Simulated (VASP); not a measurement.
# Zn2C in VASP: further runs, part 2 of 2

VASP 6.6.1. Earlier steps stand in the parts before.

## 3. Single point, r2SCAN (uniaxial x strain -2.9%)

Input file POSCAR:

```
Zn2C
1.0
    0.0000000000      2.5779490272      2.5779490272
    2.5024151207      0.0000000000      2.5779490272
    2.5024151207      2.5779490272      0.0000000000
C Zn
1 2
Direct
    0.0000000000      0.0000000000      0.0000000000
    0.2500000000      0.2500000000      0.2500000000
    0.7500000000      0.7500000000      0.7500000000
```

Input file INCAR.step1:

```
PREC     = Accurate       # precision mode
ENCUT    = 520            # plane-wave cutoff, eV
ISMEAR   = -1             # smearing method
SIGMA    = 0.02           # smearing width, eV
LREAL    = F              # projectors in reciprocal space
LASPH    = T              # aspherical terms in the spheres
NELM     = 60             # most SCF steps
NBANDS   = 21             # bands
GGA      = PE             # functional
ALGO     = Normal         # electronic algorithm
EDIFF    = 1E-4           # SCF threshold, eV
LWAVE    = T              # write WAVECAR
LCHARG   = F              # write CHGCAR
```

Input file INCAR.step2:

```
PREC     = Accurate       # precision mode
ENCUT    = 520            # plane-wave cutoff, eV
EDIFF    = 1E-6           # SCF threshold, eV
ISMEAR   = -1             # smearing method
SIGMA    = 0.02           # smearing width, eV
LREAL    = F              # projectors in reciprocal space
LASPH    = T              # aspherical terms in the spheres
NELM     = 60             # most SCF steps
ALGO     = Normal         # electronic algorithm
ISIF     = 2              # what is computed and relaxed
LWAVE    = F              # write WAVECAR
LCHARG   = F              # write CHGCAR
METAGGA  = R2SCAN         # meta-GGA
LMIXTAU  = T            
NBANDS   = 21             # bands
ISTART   = 1
```

Input file KPOINTS:

```
regular mesh
0
Gamma
  8 8 8
```

Potentials or basis: VASP PAW PBE potentials, release 64 (C, Zn).

The run is started by

```sh
$ cat potpaw_PBE.64/C/POTCAR potpaw_PBE.64/Zn/POTCAR > POTCAR
$ cp INCAR.step1 INCAR
$ mpirun -np 1 vasp_std > vasp.out
$ cp INCAR.step2 INCAR
$ mpirun -np 1 vasp_std > vasp.out
```

OUTCAR:

```text
PREC = Accurate
   ENCUT = 520
   EDIFF = 1E-6
   ISMEAR = -1
   LREAL = F
   LASPH = T
   NELM = 60
   ISIF = 2
   METAGGA = R2SCAN
   ISTART = 1

 ion  position               nearest neighbor table
   1  0.000  0.000  0.000-   3 2.21   3 2.21   3 2.21   2 2.21   3 2.21   2 2.21   2 2.21   2 2.21

   2  0.250  0.250  0.250-   1 2.21   1 2.21   1 2.21   1 2.21   3 2.50   3 2.50   3 2.58   3 2.58
                             3 2.58   3 2.58
   3  0.750  0.750  0.750-   1 2.21   1 2.21   1 2.21   1 2.21   2 2.50   2 2.50   2 2.58   2 2.58
                             2 2.58   2 2.58

  LATTYP: Found a body centered tetragonal cell.
 ALAT       =     3.6457704774
 C/A-ratio  =     1.3727771050

  Lattice vectors:

 A1 = (  -2.5024151207,   0.0000000000,  -2.5779490272)
 A2 = (  -2.5024151207,   0.0000000000,   2.5779490272)
 A3 = (   2.5024151207,   2.5779490272,   0.0000000000)

Analysis of symmetry for initial positions (statically):
=====================================================================
 Subroutine PRICEL returns:
 Original cell was already a primitive cell.

[... 166 lines left out ...]
  free energy    TOTEN  =       -25.79894941 eV

  energy without entropy =      -25.79893240  energy(sigma->0) =      -25.79894091

 E-fermi :   5.0362     XC(G=0): -13.2071

 val. band max:        4.9610724709   @ k =   0.0000   0.0000   0.0000
 cond. band min:       5.1113714786   @ k =   0.0000   0.0000   0.0000
 fundamental gap:      0.1502990077
 Fermi energy:         5.0362284451

 k-point     1 :       0.0000    0.0000    0.0000
  band No.  band energies     occupation
      1     -10.1982      2.00000
      2      -4.3937      2.00000
      3      -4.3936      2.00000
      4      -4.2776      2.00000
      5      -4.1388      2.00000
      6      -4.0412      2.00000
[... 565 lines left out ...]
     20      15.8600      0.00000
     21      17.5223      0.00000

 [... further k-points ...]

------------------------ aborting loop because EDIFF is reached ----------------------------------------

  FORCE on cell =-STRESS in cart. coord.  units (eV):
  Direction    XX          YY          ZZ          XY          YZ          ZX
  --------------------------------------------------------------------------------------
  -------------------------------------------------------------------------------------
  Total        2.2291062      0.6059601      0.6059601      0.0000000      0.0000000      0.0000000
  in kB      107.3750381     29.1888269     29.1888269      0.0000000      0.0000000      0.0000000
  external PRESSURE =      55.2508973 kB  Pullay stress =       0.0000000 kB

 VOLUME and BASIS-vectors are now :
 -----------------------------------------------------------------------------
  energy-cutoff  :      520.00
  volume of cell :       33.26
      direct lattice vectors                 reciprocal lattice vectors
     0.000000000  2.577949027  2.577949027    -0.199806977  0.193952632  0.193952632
     2.502415121  0.000000000  2.577949027     0.199806977 -0.193952632  0.193952632
     2.502415121  2.577949027  0.000000000     0.199806977  0.193952632 -0.193952632

 POSITION                                       TOTAL-FORCE (eV/Angst)
 -----------------------------------------------------------------------------------
      0.00000      0.00000      0.00000        -0.000000     -0.000000     -0.000000
      1.25121      1.28897      1.28897        -0.000000      0.000000     -0.000000
      3.75362      3.86692      3.86692         0.000000      0.000000      0.000000
 -----------------------------------------------------------------------------------
    total drift:                                0.000000      0.000000      0.000000

  FREE ENERGIE OF THE ION-ELECTRON SYSTEM (eV)
  ---------------------------------------------------
  free  energy   TOTEN  =       -25.7989494142 eV

  energy  without entropy=      -25.7989324024  energy(sigma->0) =      -25.79894091
```

Wall time 2.3 min (1 thread of Intel Xeon Platinum 8375C at 2.90GHz (Ice Lake), shared host); peak memory 0.18 GiB.

Results:

| Property | Result |
| --- | --- |
| Free energy | -25.7989 eV |
| Pressure | 5.5 GPa |
| Band gap on the k mesh | 0.15 eV |

Stress tensor (GPa, compression positive):
```
10.74  0.00  0.00
 0.00  2.92  0.00
 0.00  0.00  2.92
```

Levels at points of the mesh, in eV from the valence-band top:
| k point | band 10 | band 11 | band 12 | band 13 | band 14 | band 15 | band 16 | band 17 | band 18 | band 19 |
| --- | --- | --- | --- | --- | --- | --- | --- | --- | --- | --- |
| (0.00, 0.00, 0.00) | -7.26 | -7.21 | -0.16 | -0.16 | 0.00 | 0.15 | 4.27 | 4.61 | 4.61 | 10.59 |
| (0.50, 0.00, 0.00) | -8.07 | -7.72 | -7.47 | -1.43 | -1.25 | 1.15 | 5.26 | 5.67 | 6.42 | 9.82 |
| (0.50, 0.50, 0.00) | -7.57 | -7.25 | -5.74 | -4.09 | -4.04 | 1.13 | 2.11 | 8.16 | 9.50 | 10.24 |
| (0.00, 0.50, 0.50) | -7.59 | -7.29 | -5.42 | -4.28 | -4.28 | 0.86 | 1.56 | 8.55 | 9.87 | 9.87 |

Caveat: the cell differs from its parent crystal (uniaxial x strain -2.9%); the cell stands under pressure; the PAW data sets were made with another functional, which shifts forces and pressure a little.

## 4. Single point, r2SCAN (strain along [111] -3.6%)

Input file POSCAR:

```
Zn2C
1.0
   -0.0613551868      2.5165938403      2.5165938403
    2.5165938403     -0.0613551868      2.5165938403
    2.5165938403      2.5165938403     -0.0613551868
C Zn
1 2
Direct
    0.0000000000      0.0000000000      0.0000000000
    0.2505370555      0.2505370555      0.2505370555
    0.7494629445      0.7494629445      0.7494629445
```

Input file INCAR.step1:

```
SYSTEM = Zn2C
PREC = Accurate
ENCUT = 520
ISMEAR = -1
SIGMA = 0.02
LREAL = .FALSE.
LASPH = .TRUE.
NELM = 60
NBANDS = 21
GGA = PE
ALGO = Normal
EDIFF = 1E-4
LWAVE = .TRUE.
LCHARG = .FALSE.
```

Input file INCAR.step2:

```
SYSTEM = Zn2C
PREC = Accurate
ENCUT = 520
EDIFF = 1E-6
ISMEAR = -1
SIGMA = 0.02
LREAL = .FALSE.
LASPH = .TRUE.
NELM = 60
ALGO = Normal
ISIF = 2
LWAVE = .FALSE.
LCHARG = .TRUE.
METAGGA = R2SCAN
LMIXTAU = .TRUE.
LELF = .TRUE.
LVHAR = .TRUE.
NBANDS = 21
ISTART = 1
```

Input file KPOINTS:

```
regular mesh
0
G
  8 8 8
  0 0 0
```

The run is started by

```sh
$ cat potpaw_PBE.64/C/POTCAR potpaw_PBE.64/Zn/POTCAR > POTCAR
$ cp INCAR.step1 INCAR
$ mpirun -np 1 vasp_std > vasp.out
$ cp INCAR.step2 INCAR
$ mpirun -np 1 vasp_std > vasp.out
```

Wall time 2.5 min (1 thread of Intel Xeon Platinum 8375C at 2.90GHz (Ice Lake), shared host); peak memory 0.18 GiB.

It converged, with:

- Free energy: -25.7924 eV
- Pressure: 6.8 GPa
- Largest force: 0.005 eV/Å
- Band gap on the k mesh: 0.18 eV

Forces on the atoms (eV/Å):
```
C    0.000  0.000  0.000
Zn  -0.003 -0.003 -0.003
Zn   0.003  0.003  0.003
```

Stress tensor (GPa, compression positive):
```
6.77 1.93 1.93
1.93 6.77 1.93
1.93 1.93 6.77
```

Levels at points of the mesh, in eV from the valence-band top:
| k point | band 12 | band 13 | band 14 | band 15 | band 16 | band 17 |
| --- | --- | --- | --- | --- | --- | --- |
| (0.00, 0.00, 0.00) | -0.08 | -0.08 | 0.00 | 0.18 | 4.30 | 4.30 |
| (0.50, 0.00, 0.00) | -7.46 | -1.26 | -1.23 | 1.37 | 5.52 | 5.76 |
| (0.50, 0.50, 0.00) | -5.59 | -4.29 | -3.94 | 1.00 | 2.10 | 8.32 |
| (0.50, 0.50, 0.50) | -7.32 | -1.45 | -1.45 | 0.90 | 5.19 | 5.19 |

Caveat: the cell differs from its parent crystal (strain along [111] -3.6%); the cell stands under pressure; the PAW data sets were made with another functional, which shifts forces and pressure a little.

## 5. Overview

```csv
level,cell,gap on the mesh (eV),pressure (GPa),largest force (eV/Å)
PBE,"a = 3.560 Å, angles 61.6°, 3 atoms",0.04,11.1,0.01
r2SCAN,"a = 3.646, b = 3.593, c = 3.593 Å, angles 61.0, 59.5, 59.5°, 3 atoms",0.15,5.5,-
r2SCAN,"a = 3.560 Å, angles 61.6°, 3 atoms",0.18,6.8,0.01
```

Alike in all rows: task single point; potentials or basis VASP PAW PBE potentials, release 64 (C, Zn); no spin polarisation; k mesh 8 × 8 × 8; cutoff (eV) 520; smearing fermi-dirac 0.02 eV.

Caveats: the cell stands under pressure; the PAW data sets were made with another functional, which shifts forces and pressure a little (at least some runs).

Absolute energies hang on the potentials; compare differences alone.
